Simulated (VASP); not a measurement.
# MoH6 (Pm-3m) in VASP: notebook

The runs below take MoH6 through single point, relaxation of cell and atoms, with PBE.

All numbers are computed with VASP 6.6.1; they aren't measurements. Logs are shortened: lines on timing, memory, paths and dates and some standing lists are left out, and cuts for length are marked.

**1. The cell of the first run**

Symmetry: Pm-3m, No. 221, cubic system. The conventional cell has a = 3.247 Å, b = 3.247 Å, c = 3.247 Å, α = 90.00°, β = 90.00°, γ = 90.00°. Within 1.2 Å of H (site symmetry 4mm) lie 1 H at 0.91 Å. Mo (site symmetry m-3m) has 24 H at 2.34 Å within 3.1 Å.

**2. Single point, PBE**

INCAR

```
SYSTEM = MoH6
ALGO = Normal
EDIFF = 1E-6
ENCUT = 500
GGA = PE
GGA_COMPAT = .False.
ISIF = 2
ISMEAR = 0
LASPH = .True.
LCHARG = .False.
LREAL = .False.
LWAVE = .False.
NBANDS = 19
NELM = 120
PREC = Accurate
SIGMA = 0.15
```

KPOINTS

```
k-points
0
Gamma
  3 3 3
  0 0 0
```

POSCAR

```
MoH6
1.0
    3.2471172386      0.0000000000      0.0000000000
    0.0000000000      3.2471172386      0.0000000000
    0.0000000000      0.0000000000      3.2471172386
H Mo
6 1
Direct
    0.5000000000      0.5000000000      0.1394651877
    0.5000000000      0.5000000000      0.8605348123
    0.1394651877      0.5000000000      0.5000000000
    0.8605348123      0.5000000000      0.5000000000
    0.5000000000      0.1394651877      0.5000000000
    0.5000000000      0.8605348123      0.5000000000
    0.0000000000      0.0000000000      0.0000000000
```

Potentials or basis: VASP PAW PBE potentials, release 64 (H, Mo_sv).

On the command line:

```console
$ cat potpaw_PBE.64/H/POTCAR potpaw_PBE.64/Mo_sv/POTCAR > POTCAR
$ mpirun -np 1 vasp_std > vasp.out
```

OUTCAR:

```text
SYSTEM = MoH6
   EDIFF = 1E-6
   ENCUT = 500
   GGA = PE
   ISIF = 2
   ISMEAR = 0
   LASPH = .True.
   LREAL = .False.
   NELM = 120
   PREC = Accurate

 ion  position               nearest neighbor table
   1  0.500  0.500  0.139-
   2  0.500  0.500  0.861-
   3  0.139  0.500  0.500-
   4  0.861  0.500  0.500-
   5  0.500  0.139  0.500-
   6  0.500  0.861  0.500-
   7  0.000  0.000  0.000-

  LATTYP: Found a simple cubic cell.
 ALAT       =     3.2471172386

  Lattice vectors:

 A1 = (   3.2471172386,   0.0000000000,   0.0000000000)
 A2 = (   0.0000000000,   3.2471172386,   0.0000000000)
 A3 = (   0.0000000000,   0.0000000000,   3.2471172386)

Analysis of symmetry for initial positions (statically):
=====================================================================
 Subroutine PRICEL returns:
 Original cell was already a primitive cell.

 Routine SETGRP: Setting up the symmetry group for a
 simple cubic supercell.

 Subroutine GETGRP returns: Found 48 space group operations
 (whereof 48 operations were pure point group operations)
 out of a pool of 48 trial point group operations.

The static configuration has the point symmetry O_h .

Analysis of symmetry for dynamics (positions and initial velocities):
=====================================================================
 Subroutine PRICEL returns:
 Original cell was already a primitive cell.

 Routine SETGRP: Setting up the symmetry group for a
 simple cubic supercell.

 Subroutine GETGRP returns: Found 48 space group operations
 (whereof 48 operations were pure point group operations)
 out of a pool of 48 trial point group operations.

The dynamic configuration has the point symmetry O_h .

 Subroutine INISYM returns: Found 48 space group operations
 (whereof 48 operations are pure point group operations),
 and found     1 'primitive' translations

----------------------------------------------------------------------------------------

                                     Primitive cell

  volume of cell :      34.2369

  direct lattice vectors                    reciprocal lattice vectors
     3.247117239  0.000000000  0.000000000     0.307965474  0.000000000  0.000000000
     0.000000000  3.247117239  0.000000000     0.000000000  0.307965474  0.000000000
     0.000000000  0.000000000  3.247117239     0.000000000  0.000000000  0.307965474

  length of vectors
     3.247117239  3.247117239  3.247117239     0.307965474  0.307965474  0.307965474

  position of ions in fractional coordinates (direct lattice)
     0.500000000  0.500000000  0.139465188
     0.500000000  0.500000000  0.860534812
     0.139465188  0.500000000  0.500000000
     0.860534812  0.500000000  0.500000000
     0.500000000  0.139465188  0.500000000
     0.500000000  0.860534812  0.500000000
     0.000000000  0.000000000  0.000000000

  ion indices of the primitive-cell ions
   primitive index   ion index
                 1           1
                 2           2
                 3           3
                 4           4
                 5           5
                 6           6
                 7           7

----------------------------------------------------------------------------------------

 KPOINTS: k-points

Automatic generation of k-mesh.
 Grid dimensions read from file:
 generate k-points for:    3    3    3

 Generating k-lattice:

  Cartesian coordinates                     Fractional coordinates (reciprocal lattice)
     0.102655158  0.000000000  0.000000000     0.333333333  0.000000000  0.000000000
     0.000000000  0.102655158  0.000000000     0.000000000  0.333333333  0.000000000
     0.000000000  0.000000000  0.102655158     0.000000000  0.000000000  0.333333333

  Length of vectors
     0.102655158  0.102655158  0.102655158

  Shift w.r.t. Gamma in fractional coordinates (k-lattice)
     0.000000000  0.000000000  0.000000000

 Subroutine IBZKPT returns following result:
 ===========================================

 Found      4 irreducible k-points:

 Following reciprocal coordinates:
            Coordinates               Weight
  0.000000  0.000000  0.000000      1.000000
  0.333333  0.000000  0.000000      6.000000
  0.333333  0.333333  0.000000     12.000000
  0.333333  0.333333  0.333333      8.000000
   k-points           NKPTS =      4   k-points in BZ     NKDIM =      4   number of bands    NBANDS=     19
   number of dos      NEDOS =    301   number of ions     NIONS =      7
   total plane-waves  NPLWV =  13824
   dimension x,y,z NGX =    24 NGY =   24 NGZ =   24
   dimension x,y,z NGXF=    48 NGYF=   48 NGZF=   48
   ions per type =               6   1
   NGX,Y,Z   is equivalent  to a cutoff of  12.29, 12.29, 12.29 a.u.
   NGXF,Y,Z  is equivalent  to a cutoff of  24.58, 24.58, 24.58 a.u.
 SYSTEM =  MoH6
   PREC   = accura    normal or accurate (medium, high low for compatibility)
   ISTART =      0    job   : 0-new  1-cont  2-samecut
   ICHARG =      2    charge: 1-file 2-atom 10-const
   ISPIN  =      1    spin polarized calculation?
   LNONCOLLINEAR =      F non collinear calculations
   LSORBIT =      F    spin-orbit coupling
   LASPH  =      T    aspherical Exc in radial PAW
   ENCUT  =  500.0 eV  36.75 Ry    6.06 a.u.   5.92  5.92  5.92*2*pi/ulx,y,z
   NELM   =    120;   NELMIN=  2; NELMDL= -5     # of ELM steps
   EDIFF  = 0.1E-05   stopping-criterion for ELM
   LREAL  =      F    real-space projection
   EDIFFG = 0.1E-04   stopping-criterion for IOM
   NSW    =      0    number of steps for IOM
   IBRION =     -1    ionic relax: 0-MD 1-quasi-New 2-CG
   NFREE  =      0    steps in history (QN), initial steepest desc. (CG)
   ISIF   =      2    stress and relaxation
   ISYM   =      2    0-nonsym 1-usesym 2-fastsym
   POTIM  = 0.5000    time-step for ionic-motion
   TEBEG  =    0.0;   TEEND  =   0.0 temperature during run
   PSTRESS=    0.0 pullay stress
   NELECT =      20.0000    total number of electrons
   NUPDOWN=      -1.0000    fix difference up-down
   EMIN   =  10.00;   EMAX   =-10.00  energy-range for DOS
   EFERMI =   0.00;   METHOD = LEGACY
   ISMEAR =     0;   SIGMA  =   0.15  broadening in eV -4-tet -1-fermi 0-gaus
   EFERMI_NEDOS =   21; number of points for ismear=-14 and -15
   IALGO  =     38    algorithm
   IMIX   =      4    mixing-type and parameters
     AMIX     =   0.40;   BMIX     =  1.00
     AMIX_MAG =   1.60;   BMIX_MAG =  1.00
  volume/ion in A,a.u.               =       4.89        33.01
  Fermi-wavevector in a.u.,A,eV,Ry     =   1.368527  2.586142 25.481909  1.872868
  Thomas-Fermi vector in A             =   2.494484
   LORBIT       =      0    0 simple, 1 ext, 2 COOP (PROOUT), +10 PAW based schemes
   GGA     = PE    functional components
   LHFCALC =     F    Hartree Fock is set to
   AEXX    =    0.0000 exact exchange contribution
   IVDW    =     0    specifies the selected vdW correction
   LEPSILON=     F    determine dielectric tensor
   LRPA    =     F    only Hartree local field effects (RPA)
 non-spin polarized calculation
 Gauss-broadening in eV      SIGMA  =   0.15
  energy-cutoff  :      500.00
  volume of cell :       34.24
 maximum number of plane-waves:       895
 NGX is ok and might be reduce to    24
   NGX = 11   NGY = 11   NGZ = 11

 number of electron      19.9999993 magnetization

 Free energy of the ion-electron system (eV)
  ---------------------------------------------------
  ext. energy  EPLUGINS =         0.00000000
  ---------------------------------------------------
  free energy    TOTEN  =       -24.74923856 eV

  energy without entropy =      -24.72017116  energy(sigma->0) =      -24.73470486

 E-fermi :   7.6668     XC(G=0): -11.8669

 val. band max:        7.4430784373   @ k =   0.3333   0.3333   0.0000
 cond. band min:       7.6925043189   @ k =   0.3333   0.3333   0.3333
 fundamental gap:      0.2494258816
 Fermi energy:         7.6668332320

 k-point     1 :       0.0000    0.0000    0.0000
  band No.  band energies     occupation
      1     -53.0562      2.00000
      2     -27.1063      2.00000
      3     -27.1063      2.00000
      4     -27.1063      2.00000
      5      -7.2157      2.00000
      6       0.9731      2.00000
[... 11 lines left out ...]
     18      22.2365      0.00000
     19      22.2365      0.00000

 k-point     2 :       0.3333    0.0000    0.0000
  band No.  band energies     occupation
      1     -53.0450      2.00000
      2     -27.2742      2.00000
      3     -27.0918      2.00000
      4     -27.0918      2.00000
      5      -5.7863      2.00000
      6      -1.3711      2.00000
[... 11 lines left out ...]
     18      18.6729      0.00000
     19      19.5155      0.00000

 k-point     3 :       0.3333    0.3333    0.0000
  band No.  band energies     occupation
      1     -53.0341      2.00000
      2     -27.2539      2.00000
      3     -27.2471      2.00000
      4     -27.0780      2.00000
      5      -4.7054      2.00000
      6      -0.7193      2.00000
[... 11 lines left out ...]
     18      19.4850      0.00000
     19      20.4917      0.00000

 k-point     4 :       0.3333    0.3333    0.3333
  band No.  band energies     occupation
      1     -53.0235      2.00000
      2     -27.2344      2.00000
      3     -27.2256      2.00000
      4     -27.2256      2.00000
      5      -3.7284      2.00000
      6      -1.0595      2.00000
[... 11 lines left out ...]
     18      19.1610      0.00000
     19      21.5964      0.00000

------------------------ aborting loop because EDIFF is reached ----------------------------------------

  FORCE on cell =-STRESS in cart. coord.  units (eV):
  Direction    XX          YY          ZZ          XY          YZ          ZX
  --------------------------------------------------------------------------------------
  -------------------------------------------------------------------------------------
  Total       -0.0307403     -0.0307403     -0.0307403      0.0000000      0.0000000      0.0000000
  in kB       -1.4385474     -1.4385474     -1.4385474      0.0000000      0.0000000      0.0000000
  external PRESSURE =      -1.4385474 kB  Pullay stress =       0.0000000 kB

 VOLUME and BASIS-vectors are now :
 -----------------------------------------------------------------------------
  energy-cutoff  :      500.00
  volume of cell :       34.24
      direct lattice vectors                 reciprocal lattice vectors
     3.247117239  0.000000000  0.000000000     0.307965474  0.000000000  0.000000000
     0.000000000  3.247117239  0.000000000     0.000000000  0.307965474  0.000000000
     0.000000000  0.000000000  3.247117239     0.000000000  0.000000000  0.307965474

 POSITION                                       TOTAL-FORCE (eV/Angst)
 -----------------------------------------------------------------------------------
      1.62356      1.62356      0.45286        -0.000000     -0.000000      0.063145
      1.62356      1.62356      2.79426        -0.000000      0.000000     -0.063145
      0.45286      1.62356      1.62356         0.063145     -0.000000      0.000000
      2.79426      1.62356      1.62356        -0.063145      0.000000     -0.000000
      1.62356      0.45286      1.62356        -0.000000      0.063145      0.000000
      1.62356      2.79426      1.62356        -0.000000     -0.063145     -0.000000
      0.00000      0.00000      0.00000        -0.000000      0.000000     -0.000000
 -----------------------------------------------------------------------------------
    total drift:                                0.000000     -0.000000      0.000000

  FREE ENERGIE OF THE ION-ELECTRON SYSTEM (eV)
  ---------------------------------------------------
  free  energy   TOTEN  =       -24.7492385555 eV

  energy  without entropy=      -24.7201711595  energy(sigma->0) =      -24.73470486
```

Run time: 3.4 s. Hardware: 1 thread of AMD EPYC 7R13 (Zen 3), shared host; peak memory 0.1 GiB.

Results:

- Free energy: -24.7492 eV
- Pressure: -0.1 GPa
- Largest force: 0.063 eV/Å
- Band gap on the k mesh: zero (band 10 reaches 8.60 eV, above the bottom of band 11 at 7.69 eV)

Forces in eV/Å, atoms in the order of the input:
```
H    0.000  0.000  0.063
H    0.000  0.000 -0.063
H    0.063  0.000  0.000
H   -0.063  0.000  0.000
H    0.000  0.063  0.000
H    0.000 -0.063  0.000
Mo   0.000  0.000  0.000
```

Caveat: the k points lie up to 0.65 Å⁻¹ apart.

[end of part 1 of 3]
